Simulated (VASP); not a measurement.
CaMgF4:

```
CELL_PARAMETERS angstrom
3.98818 0.00000 0.00000
0.00000 3.98818 0.00000
0.00000 0.00000 5.73941
ATOMIC_POSITIONS crystal
Ca 0.00000 0.00000 0.00000
Mg 0.50000 0.50000 0.50000
F 0.50000 0.00000 0.73275
F 0.00000 0.50000 0.26725
F 0.50000 0.00000 0.26725
F 0.00000 0.50000 0.73275
```

```yaml
Program: VASP 6.6.1
Task: relaxation of cell and atoms
Functional: PBEsol
Potentials_or_basis: VASP PAW PBE potentials, release 64 (Ca_sv, Mg, F)
Cutoff: 600 eV
k_mesh: 6 × 6 × 4
Occupations: fermi-dirac, width 0.03 eV
Spin: no spin polarisation
```

At the start: pressure -14.8 GPa; volume 15.21 Å³/atom.

Task: Where does the relaxation end?

Result: Over 7 steps the energy falls by 212.6 meV/atom and the volume is 11.64 Å³/atom (-23.5 %); space group P4/mmm (No. 123, to 0.05 Å).

Step by step:
| step | energy change (eV) | largest force (eV/Å) | pressure (GPa) | volume (Å³) |
| --- | --- | --- | --- | --- |
| 1 | 0.0000 | 0.1540 | -14.83 | 91.29 |
| 2 | -1.2069 | 0.0223 | -5.05 | 73.91 |
| 3 | -1.2732 | 0.0930 | -0.50 | 70.21 |
| 4 | -1.2736 | 0.1012 | 0.06 | 69.82 |
| 5 | -1.2752 | 0.0400 | 0.08 | 69.77 |
| 6 | -1.2756 | 0.0064 | 0.10 | 69.73 |
| 7 | -1.2757 | 0.0024 | -0.03 | 69.82 |

Final structure:
```xyz
6
Lattice="3.6499 0.0000 0.0000 0.0000 3.6499 0.0000 0.0000 0.0000 5.2411" Properties=species:S:1:pos:R:3 pbc="T T T"
Ca    0.0000    0.0000    0.0000
Mg    1.8249    1.8249    2.6205
F     1.8249    3.6499    3.8403
F     0.0000    1.8249    1.4008
F     1.8249    3.6499    1.4008
F     3.6499    1.8249    3.8403
```

Caveat: the volume moved by over 15 % at a fixed basis, so the end points are rough; the PAW data sets were made with another functional, which shifts forces and pressure a little.
